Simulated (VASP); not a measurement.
**AlN: single point with PBE**

AlN:

```xyz
4
Lattice="3.0986 0.0000 0.0000 -1.5493 2.6835 0.0000 0.0000 0.0000 5.2176" Properties=species:S:1:pos:R:3 pbc="T T T"
Al    0.0000    1.7890    0.0280
Al    1.5493    0.8945    2.6368
N     0.0000    1.7890    1.9808
N     1.5493    0.8945    4.5896
```

```yaml
Program: VASP 6.6.1
Task: single point
Functional: PBE
Potentials_or_basis: VASP PAW PBE potentials, release 64 (Al, N)
Cutoff: 520 eV
k_mesh: 9 × 9 × 6
Occupations: gaussian, width 0.05 eV
Spin: no spin polarisation
```

```
Pressure               : -3.3 GPa
Band gap on the k mesh : 3.85 eV, direct
```

Stress tensor (GPa, compression positive):
```
  1.53   0.00   0.00
  0.00   1.53   0.00
  0.00   0.00 -12.91
```

Levels at points of the mesh, in eV from the valence-band top:
| k point | band 5 | band 6 | band 7 | band 8 | band 9 | band 10 | band 11 | band 12 |
| --- | --- | --- | --- | --- | --- | --- | --- | --- |
| (0.00, 0.00, 0.00) | -0.51 | -0.20 | 0.00 | 0.00 | 3.85 | 6.88 | 10.04 | 11.44 |
| (0.00, 0.00, 0.50) | -0.26 | -0.26 | -0.26 | -0.26 | 6.34 | 6.34 | 9.87 | 9.87 |

Wall time 25 s on 1 thread of Intel(R) Xeon(R) Platinum 8259CL CPU @ 2.50GHz (Skylake/Cascade Lake), with other jobs on the host, peak memory 0.16 GiB.
